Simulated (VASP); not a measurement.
# C (R-3m) in VASP: further runs

Runs on C. Level: PBEsol. Tasks: single point.

Program: VASP 6.6.1. These are calculated values, not measurements. Logs are shortened: lines on timing, memory, paths and dates and some standing lists are left out, and cuts for length are marked.

## (1) The cell of the first run

The structure is trigonal, space group R-3m (No. 166). Conventional cell: a = 2.389 Å, b = 2.389 Å, c = 9.766 Å, α = 90.00°, β = 90.00°, γ = 120.00°. C (site symmetry 3m) has 3 C at 1.38 Å within 1.8 Å.

## (2) Single point, PBEsol

INCAR reads:

```
PREC = Accurate
ENCUT = 520
EDIFF = 1E-6
ISMEAR = 1
SIGMA = 0.05
LREAL = False
LASPH = True
NELM = 80
ALGO = Normal
ISIF = 2
LWAVE = False
LCHARG = True
GGA = PS
LELF = True
LVHAR = True
NBANDS = 11
```

KPOINTS reads:

```
Automatic mesh
0
Gamma
  14 14 14
```

POSCAR reads:

```
C
1.0
    1.1943670016      0.6895681135      3.2552659375
   -1.1943670016      0.6895681135      3.2552659375
    0.0000000000     -1.3791362173      3.2552659375
C
2
Direct
    0.8360000000      0.8360000000      0.8360000000
    0.1640000000      0.1640000000      0.1640000000
```

Potentials or basis: VASP PAW PBE potentials, release 64 (C).

Launch:

```bash
> cat potpaw_PBE.64/C/POTCAR > POTCAR
> mpirun -np 1 vasp_std > vasp.out
```

OUTCAR:

```text
PREC = Accurate
   ENCUT = 520
   EDIFF = 1E-6
   ISMEAR = 1
   LREAL = False
   LASPH = True
   NELM = 80
   ISIF = 2
   GGA = PS

 ion  position               nearest neighbor table
   1  0.836  0.836  0.836-   2 1.38   2 1.38   2 1.38
   2  0.164  0.164  0.164-   1 1.38   1 1.38   1 1.38

  LATTYP: Found a trigonal (rhomboedric) cell.
 ALAT       =     3.5353603835
 COS(alpha) =     0.7717355885

  Lattice vectors:

 A1 = (   1.1943670016,   0.6895681135,   3.2552659375)
 A2 = (  -1.1943670016,   0.6895681135,   3.2552659375)
 A3 = (   0.0000000000,  -1.3791362173,   3.2552659375)

Analysis of symmetry for initial positions (statically):
=====================================================================
 Subroutine PRICEL returns:
 Original cell was already a primitive cell.

 Routine SETGRP: Setting up the symmetry group for a
 trigonal (rhombohedral) supercell.

 Subroutine GETGRP returns: Found 12 space group operations
 (whereof 12 operations were pure point group operations)
 out of a pool of 12 trial point group operations.

The static configuration has the point symmetry D_3d.

Analysis of symmetry for dynamics (positions and initial velocities):
=====================================================================
 Subroutine PRICEL returns:
 Original cell was already a primitive cell.

 Routine SETGRP: Setting up the symmetry group for a
 trigonal (rhombohedral) supercell.

 Subroutine GETGRP returns: Found 12 space group operations
 (whereof 12 operations were pure point group operations)
 out of a pool of 12 trial point group operations.

The dynamic configuration has the point symmetry D_3d.

 Subroutine INISYM returns: Found 12 space group operations
 (whereof 12 operations are pure point group operations),
 and found     1 'primitive' translations

----------------------------------------------------------------------------------------

                                     Primitive cell

  volume of cell :      16.0862

  direct lattice vectors                    reciprocal lattice vectors
     1.194367002  0.689568114  3.255265937     0.418631794  0.241697179  0.102398188
    -1.194367002  0.689568114  3.255265937    -0.418631794  0.241697179  0.102398188
     0.000000000 -1.379136217  3.255265937     0.000000000 -0.483394357  0.102398188

  length of vectors
     3.535360384  3.535360384  3.535360382     0.494120930  0.494120930  0.494120930

  position of ions in fractional coordinates (direct lattice)
     0.836000000  0.836000000  0.836000000
     0.164000000  0.164000000  0.164000000

  ion indices of the primitive-cell ions
   primitive index   ion index
                 1           1
                 2           2

----------------------------------------------------------------------------------------

 KPOINTS: Automatic mesh

Automatic generation of k-mesh.
 Grid dimensions read from file:
 generate k-points for:   14   14   14

 Generating k-lattice:

  Cartesian coordinates                     Fractional coordinates (reciprocal lattice)
     0.029902271  0.017264084  0.007314156     0.071428571 -0.000000000  0.000000000
    -0.029902271  0.017264084  0.007314156    -0.000000000  0.071428571  0.000000000
     0.000000000 -0.034528168  0.007314156     0.000000000  0.000000000  0.071428571

  Length of vectors
     0.035294352  0.035294352  0.035294352

  Shift w.r.t. Gamma in fractional coordinates (k-lattice)
     0.000000000  0.000000000  0.000000000

 Subroutine IBZKPT returns following result:
 ===========================================

 Found    288 irreducible k-points:

 Following reciprocal coordinates:
            Coordinates               Weight
  0.000000  0.000000  0.000000      1.000000
  0.071429  0.000000 -0.000000      6.000000
  0.142857 -0.000000  0.000000      6.000000
  0.214286  0.000000  0.000000      6.000000
  0.285714  0.000000  0.000000      6.000000
  0.357143  0.000000  0.000000      6.000000
[... 16 lines left out ...]
  0.214286  0.142857  0.000000     12.000000
  0.285714  0.142857  0.000000     12.000000
 [... further k-points ...]
   k-points           NKPTS =    288   k-points in BZ     NKDIM =    288   number of bands    NBANDS=     11
   number of dos      NEDOS =    301   number of ions     NIONS =      2
   total plane-waves  NPLWV =  21952
   dimension x,y,z NGX =    28 NGY =   28 NGZ =   28
   dimension x,y,z NGXF=    56 NGYF=   56 NGZF=   56
   ions per type =               2
   NGX,Y,Z   is equivalent  to a cutoff of  13.17, 13.17, 13.17 a.u.
   NGXF,Y,Z  is equivalent  to a cutoff of  26.33, 26.33, 26.33 a.u.
 SYSTEM =  unknown system
   PREC   = accura    normal or accurate (medium, high low for compatibility)
   ISTART =      0    job   : 0-new  1-cont  2-samecut
   ICHARG =      2    charge: 1-file 2-atom 10-const
   ISPIN  =      1    spin polarized calculation?
   LNONCOLLINEAR =      F non collinear calculations
   LSORBIT =      F    spin-orbit coupling
   LASPH  =      T    aspherical Exc in radial PAW
   ENCUT  =  520.0 eV  38.22 Ry    6.18 a.u.   6.57  6.57  6.57*2*pi/ulx,y,z
   NELM   =     80;   NELMIN=  2; NELMDL= -5     # of ELM steps
   EDIFF  = 0.1E-05   stopping-criterion for ELM
   LREAL  =      F    real-space projection
   EDIFFG = 0.1E-04   stopping-criterion for IOM
   NSW    =      0    number of steps for IOM
   IBRION =     -1    ionic relax: 0-MD 1-quasi-New 2-CG
   NFREE  =      0    steps in history (QN), initial steepest desc. (CG)
   ISIF   =      2    stress and relaxation
   ISYM   =      2    0-nonsym 1-usesym 2-fastsym
   POTIM  = 0.5000    time-step for ionic-motion
   TEBEG  =    0.0;   TEEND  =   0.0 temperature during run
   PSTRESS=    0.0 pullay stress
   NELECT =       8.0000    total number of electrons
   NUPDOWN=      -1.0000    fix difference up-down
   EMIN   =  10.00;   EMAX   =-10.00  energy-range for DOS
   EFERMI =   0.00;   METHOD = LEGACY
   ISMEAR =     1;   SIGMA  =   0.05  broadening in eV -4-tet -1-fermi 0-gaus
   EFERMI_NEDOS =   21; number of points for ismear=-14 and -15
   IALGO  =     38    algorithm
   IMIX   =      4    mixing-type and parameters
     AMIX     =   0.40;   BMIX     =  1.00
     AMIX_MAG =   1.60;   BMIX_MAG =  1.00
  volume/ion in A,a.u.               =       8.04        54.28
  Fermi-wavevector in a.u.,A,eV,Ry     =   1.297042  2.451053 22.889314  1.682317
  Thomas-Fermi vector in A             =   2.428459
   LORBIT       =      0    0 simple, 1 ext, 2 COOP (PROOUT), +10 PAW based schemes
   GGA     = PS    functional components
   LHFCALC =     F    Hartree Fock is set to
   AEXX    =    0.0000 exact exchange contribution
   IVDW    =     0    specifies the selected vdW correction
   LEPSILON=     F    determine dielectric tensor
   LRPA    =     F    only Hartree local field effects (RPA)
 non-spin polarized calculation
 Methfessel and Paxton  Order N= 1 SIGMA  =   0.05
  energy-cutoff  :      520.00
  volume of cell :       16.09
 maximum number of plane-waves:       450
   NGX = 13   NGY = 13   NGZ = 13

 number of electron       8.0000000 magnetization

 Free energy of the ion-electron system (eV)
  ---------------------------------------------------
  ext. energy  EPLUGINS =         0.00000000
  ---------------------------------------------------
  free energy    TOTEN  =       -19.13130316 eV

  energy without entropy =      -19.13130953  energy(sigma->0) =      -19.13130528

 E-fermi :   5.2886     XC(G=0): -10.9568

 val. band max:        5.2465314665   @ k =  -0.1429   0.5000   0.1429
 cond. band min:       5.7957137132   @ k =  -0.1429   0.5000   0.1429
 fundamental gap:      0.5491822466
 Fermi energy:         5.2886147697

 k-point     1 :       0.0000    0.0000    0.0000
  band No.  band energies     occupation
      1     -14.9527      2.00000
      2      -1.6063      2.00000
      3       2.5785      2.00000
      4       2.5785      2.00000
      5       9.3082      0.00000
      6      14.4454      0.00000
      7      14.4454      0.00000
      8      18.0384      0.00000
      9      20.4535      0.00000
     10      29.1702      0.00000
     11      32.5430      0.00000

 k-point     2 :       0.0714    0.0000   -0.0000
  band No.  band energies     occupation
      1     -14.8218      2.00000
      2      -1.4733      2.00000
      3       2.0748      2.00000
      4       2.2979      2.00000
      5       9.4902      0.00000
      6      14.5249      0.00000
      7      15.0112      0.00000
      8      17.5548      0.00000
      9      20.6400      0.00000
     10      29.6102      0.00000
     11      31.3446      0.00000

 k-point     3 :       0.1429   -0.0000    0.0000
  band No.  band energies     occupation
      1     -14.4303      2.00000
      2      -1.0769      2.00000
      3       0.7496      2.00000
      4       1.6061      2.00000
      5      10.0322      0.00000
      6      14.6105      0.00000
      7      16.2659      0.00000
      8      16.5473      0.00000
      9      21.2136      0.00000
     10      28.8946      0.00000
     11      30.7463      0.00000

 k-point     4 :       0.2143    0.0000    0.0000
  band No.  band energies     occupation
      1     -13.7818      2.00000
      2      -1.0700      2.00000
      3      -0.3973      2.00000
      4       0.7748      2.00000
      5      10.8891      0.00000
      6      14.3006      0.00000
      7      14.7584      0.00000
      8      18.7417      0.00000
      9      22.0211      0.00000
     10      26.7930      0.00000
     11      29.2632      0.00000

 k-point     5 :       0.2857    0.0000    0.0000
  band No.  band energies     occupation
      1     -12.8824      2.00000
      2      -3.0459      2.00000
      3       0.0022      2.00000
      4       0.4942      2.00000
      5      11.4787      0.00000
      6      13.0401      0.00000
      7      14.4720      0.00000
      8      21.3027      0.00000
      9      22.3820      0.00000
     10      25.6186      0.00000
     11      27.9845      0.00000
[... 211 lines left out ...]
 k-point    21 :      -0.0714    0.0714    0.0000
  band No.  band energies     occupation
      1     -14.5662      2.00000
      2      -1.1610      2.00000
      3       1.2410      2.00000
      4       1.7331      2.00000
      5       9.7611      0.00000
      6      14.7458      0.00000
      7      15.8890      0.00000
      8      16.6616      0.00000
      9      21.0639      0.00000
     10      29.0933      0.00000
     11      30.4030      0.00000

 k-point    22 :       0.1429    0.1429    0.0000
  band No.  band energies     occupation
      1     -14.4083      2.00000
      2      -1.2559      2.00000
      3       0.7700      2.00000
      4       1.5888      2.00000
      5      10.3924      0.00000
      6      14.5699      0.00000
      7      16.2014      0.00000
      8      16.5502      0.00000
      9      21.2628      0.00000
     10      28.4875      0.00000
     11      30.7559      0.00000

 k-point    23 :       0.2143    0.1429    0.0000
  band No.  band energies     occupation
      1     -14.0089      2.00000
      2      -0.9438      2.00000
      3      -0.1730      2.00000
      4       0.8338      2.00000
      5      11.0868      0.00000
      6      14.7611      0.00000
      7      15.2431      0.00000
      8      17.3971      0.00000
      9      22.0028      0.00000
     10      26.6094      0.00000
     11      31.4574      0.00000

 k-point    24 :       0.2857    0.1429    0.0000
  band No.  band energies     occupation
      1     -13.3557      2.00000
      2      -1.4209      2.00000
      3      -0.3486      2.00000
      4      -0.3103      2.00000
      5      11.9964      0.00000
      6      13.6131      0.00000
      7      15.8513      0.00000
      8      18.0261      0.00000
      9      22.9569      0.00000
     10      24.8146      0.00000
     11      30.9138      0.00000

 [... further k-points ...]
[... 5 lines left out ...]
  --------------------------------------------------------------------------------------
  -------------------------------------------------------------------------------------
  Total        4.3563972      4.3563972      0.1769562      0.0000000      0.0000000      0.0000000
  in kB      433.8957174    433.8957179     17.6247783      0.0000000      0.0000000      0.0000000
  external PRESSURE =     295.1387379 kB  Pullay stress =       0.0000000 kB

 VOLUME and BASIS-vectors are now :
 -----------------------------------------------------------------------------
  energy-cutoff  :      520.00
  volume of cell :       16.09
      direct lattice vectors                 reciprocal lattice vectors
     1.194367002  0.689568114  3.255265937     0.418631794  0.241697179  0.102398188
    -1.194367002  0.689568114  3.255265937    -0.418631794  0.241697179  0.102398188
     0.000000000 -1.379136217  3.255265937     0.000000000 -0.483394357  0.102398188

 POSITION                                       TOTAL-FORCE (eV/Angst)
 -----------------------------------------------------------------------------------
      0.00000      0.00000      8.16421         0.000000     -0.000000     -0.815257
      0.00000      0.00000      1.60159         0.000000      0.000000      0.815257
 -----------------------------------------------------------------------------------
    total drift:                                0.000000     -0.000000      0.000000

  FREE ENERGIE OF THE ION-ELECTRON SYSTEM (eV)
  ---------------------------------------------------
  free  energy   TOTEN  =       -19.1313031611 eV

  energy  without entropy=      -19.1313095264  energy(sigma->0) =      -19.13130528
```

It took 46 s on 1 thread of Intel Xeon 6975P-C, shared host; peak memory 0.18 GiB.

Results:

- Free energy: -19.1313 eV
- Pressure: 29.5 GPa
- Largest force: 0.815 eV/Å
- Band gap on the k mesh: 0.55 eV, direct

Forces on the atoms (eV/Å):
```
C    0.000  0.000 -0.815
C    0.000  0.000  0.815
```

Caveat: the PAW data sets were made with another functional, which shifts forces and pressure a little.

## (3) Single point, PBEsol

This run uses another cell than the first one, of 8.39 Å³/atom, 1.043 times its volume.

INCAR reads:

```
SYSTEM = C
PREC = Accurate ; ENCUT = 520
EDIFF = 1E-6 ; ISMEAR = 1
SIGMA = 0.05 ; LREAL = .False.
LASPH = .True. ; NELM = 100
ALGO = Normal ; ISIF = 2
LWAVE = .False. ; LCHARG = .False.
GGA = PS ; NBANDS = 11
```

KPOINTS reads:

```
Automatic mesh
0
Gamma
  14 14 14
  0 0 0
```

POSCAR reads:

```
C
1.0
    1.2114316929      0.6994204177      3.3017760204
   -1.2114316929      0.6994204177      3.3017760204
    0.0000000000     -1.3988408254      3.3017760204
C
2
Direct
    0.8360000000      0.8360000000      0.8360000000
    0.1640000000      0.1640000000      0.1640000000
```

Potentials or basis: VASP PAW PBE potentials, release 64 (C).

Launch:

```bash
> cat potpaw_PBE.64/C/POTCAR > POTCAR
> mpirun -np 1 vasp_std > vasp.out
```

Run time: 55 s. Hardware: 1 thread of Intel Xeon 6975P-C, shared host; peak memory 0.18 GiB.

It converged, with:

```yaml
Free_energy: -19.2267 eV
Pressure: 14.4 GPa
Largest_force: 0.847 eV/Å
Band_gap_on_the_k_mesh: 0.55 eV, direct
```

Forces in eV/Å, atoms in the order of the input:
```
C    0.000  0.000 -0.847
C    0.000  0.000  0.847
```

Stress tensor (GPa, compression positive):
```
21.00  0.00  0.00
 0.00 21.00  0.00
 0.00  0.00  1.25
```

Levels at points of the mesh, in eV from the valence-band top:
```
           k point  band 1  band 2  band 3  band 4  band 5  band 6  band 7  band 8  band 9
(0.00, 0.00, 0.00)  -19.83   -6.62   -2.69   -2.69    4.12    8.91    8.91   12.26   14.18
(0.50, 0.00, 0.00)  -14.20  -13.37   -6.24   -1.79    2.10    8.34   12.53   12.56   18.86
(0.50, 0.50, 0.00)  -14.07  -13.28   -6.30   -2.68    1.54    7.89   13.27   15.73   20.51
(0.50, 0.50, 0.50)  -19.49   -8.78   -2.72   -2.72    8.86    8.86   10.79   12.32   13.94
```

Caveat: the PAW data sets were made with another functional, which shifts forces and pressure a little.
